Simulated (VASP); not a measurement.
Mg2SO: single point with HSE06

Crystal: Mg2SO.

```
O Mg S
1.0
     3.40839    0.00000    0.00000
     0.00000    3.40839    0.00000
     0.00000    0.00000    4.76112
O Mg S
1 2 1
Direct
  0.00000 0.00000 0.00000
  0.00000 0.00000 0.50000
  0.50000 0.50000 0.00000
  0.50000 0.50000 0.50000
```

```json
{
 "Program": "VASP 6.6.1",
 "Task": "single point",
 "Functional": "HSE06",
 "Potentials or basis": "VASP PAW PBE potentials, release 64 (O, Mg, S)",
 "Cutoff": "520 eV",
 "k mesh": "6 × 6 × 4",
 "Occupations": "gaussian, width 0.01 eV",
 "Spin": "no spin polarisation",
 "Dipole correction": "no",
 "Grid for exact exchange (PRECFOCK)": "Normal",
 "Further INCAR settings": "ALGO = Normal; EDIFF = 1e-06; NBANDS = 16",
 "Share of exact exchange": "0.25",
 "Screening parameter": "0.2079 1/Å"
}
```

| Item | Value |
| --- | --- |
| Pressure | -0.7 GPa |
| Band gap on the k mesh | 4.47 eV |

Stress tensor (GPa, compression positive):
```
-0.63  0.00  0.00
 0.00 -0.63  0.00
 0.00  0.00 -0.73
```

Levels at points of the mesh, in eV from the valence-band top:
| k point | band 5 | band 6 | band 7 | band 8 | band 9 | band 10 | band 11 | band 12 |
| --- | --- | --- | --- | --- | --- | --- | --- | --- |
| (0.00, 0.00, 0.00) | -1.63 | -0.08 | 0.00 | 0.00 | 4.47 | 6.21 | 6.29 | 11.31 |
| (0.50, 0.00, 0.00) | -2.68 | -1.89 | -0.67 | -0.60 | 7.73 | 8.19 | 8.65 | 8.91 |
| (0.50, 0.50, 0.00) | -1.96 | -1.41 | -1.41 | -1.35 | 4.78 | 6.84 | 6.84 | 7.20 |
| (0.00, 0.00, 0.50) | -0.97 | -0.97 | -0.84 | -0.84 | 6.68 | 7.32 | 7.85 | 10.16 |
| (0.50, 0.00, 0.50) | -0.65 | -0.65 | -0.58 | -0.54 | 5.13 | 7.63 | 9.78 | 9.89 |
| (0.50, 0.50, 0.50) | -2.60 | -2.50 | -2.50 | -1.84 | 6.41 | 8.25 | 8.25 | 11.20 |

Wall time 46 min on 1 thread of Intel(R) Xeon(R) Platinum 8259CL CPU @ 2.50GHz (Skylake/Cascade Lake) (shared host), peak memory 0.31 GiB.

Caveat: the PAW data sets were made with another functional, which shifts forces and pressure a little. A k mesh can miss the band edges.
